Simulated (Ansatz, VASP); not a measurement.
## Y in VASP and in Ansatz

The input POSCAR:

```
Y
1.0
    0.0000000000      2.5757057741      2.5757057741
    2.5757057741      0.0000000000      2.5757057741
    2.5757057741      2.5757057741      0.0000000000
Y
1
Direct
    0.0000000000      0.0000000000      0.0000000000
```

INCAR.step1

```
SYSTEM = Y
ALGO = Normal
EDIFF = 1E-4
ENCUT = 520
GGA = PE
ISMEAR = 0
LASPH = .True.
LCHARG = .False.
LREAL = .False.
LWAVE = .True.
NBANDS = 12
NELM = 100
PREC = Accurate
SIGMA = 0.1
```

Contents of INCAR.step2:

```
SYSTEM = Y
ALGO = Normal
EDIFF = 1E-6
ENCUT = 520
ISIF = 2
ISMEAR = 0
ISTART = 1
LASPH = .True.
LCHARG = .True.
LELF = .True.
LMIXTAU = .True.
LREAL = .False.
LVHAR = .True.
LWAVE = .False.
METAGGA = R2SCAN
NBANDS = 12
NELM = 100
PREC = Accurate
SIGMA = 0.1
```

KPOINTS

```
k-points
0
Gamma
  14 14 14
  0 0 0
```

Input for Ansatz:

```yaml
crystal:
  lattice:
    - [0.0, 2.575705773, 2.575705773]
    - [2.575705773, 0.0, 2.575705773]
    - [2.575705773, 2.575705773, 0.0]
  atoms:
    - { symbol: "Y", position: [0.0, 0.0, 0.0] }
basis:
  ecutwfc: 500
kpoints:
  mp_grid: { grid: [14, 14, 14] }
hamiltonian:
  xc: r2scan
scf:
  occupations: { method: gaussian, width: 0.1 }
output:
  forces: true
  stress: true
  eigenvalues: true
```

Alike in both runs: task single point; functional r2SCAN; k mesh 14 × 14 × 14; occupations gaussian, width 0.1 eV; no spin polarisation.

```csv
,VASP,Ansatz
version,VASP 6.6.1,Ansatz 0.2.0
potentials or method,"VASP PAW PBE potentials, release 64 (Y_sv), cutoff 520 eV","scalar-relativistic, plane waves, PAW"
valence electrons in the cell,11,11
```

Ansatz gave:

- gap on the k mesh at the Fermi level (eV): none
- pressure (GPa): -1.0

Q: What did VASP give for the same quantities?

A: gap on the k mesh at the Fermi level (eV): none; pressure (GPa): -0.9.

VASP's potentials were made for PBE, not for r2SCAN. A gap of «none» marks a metal or a gap that the smearing closes.
